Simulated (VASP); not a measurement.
Wanted: the native input for a VASP 6.6.1 run.

| Item | Value |
| --- | --- |
| Task | single point |
| Functional | PBE |
| Potentials or basis | VASP PAW PBE potentials, release 64 (Si) |
| Cutoff | 500 eV |
| k mesh | 24 × 24 × 24 |
| Occupations | fermi-dirac, width 0.0612256 eV |
| Spin | no spin polarisation |
| Dipole correction | no |
| Further INCAR settings | ALGO = Normal; EDIFF = 1e-06; NBANDS = 8 |

The structure of Si lies in POSCAR:

```
Si
1.0
    0.0000000000      1.9473734526      1.9473734526
    1.9473734526      0.0000000000      1.9473734526
    1.9473734526      1.9473734526      0.0000000000
Si
1
Direct
    0.0000000000      0.0000000000      0.0000000000
```

These files were run (other wordings do the same):

INCAR

```
PREC = Accurate
ENCUT = 500
EDIFF = 1E-6
ISMEAR = -1
SIGMA = 0.06122561905347299
LREAL = False
LASPH = True
NELM = 120
ALGO = Normal
ISIF = 2
LWAVE = False
LCHARG = False
GGA = PE
NBANDS = 8
GGA_COMPAT = False
```

KPOINTS

```
Automatic mesh
0
Gamma
  24 24 24
```

Potentials or basis: VASP PAW PBE potentials, release 64 (Si).

The run is started by

```console
$ cat potpaw_PBE.64/Si/POTCAR > POTCAR
$ mpirun -np 1 vasp_std > vasp.out
```

Results of the run:

```
Pressure               : -1.7 GPa
Band gap on the k mesh : zero (band 2 reaches 20.79 eV, above the bottom of band 3 at 6.88 eV)
```

Run time: 48 s on 1 thread of Intel Xeon 8259CL, on a shared host, peak memory 0.15 GiB.
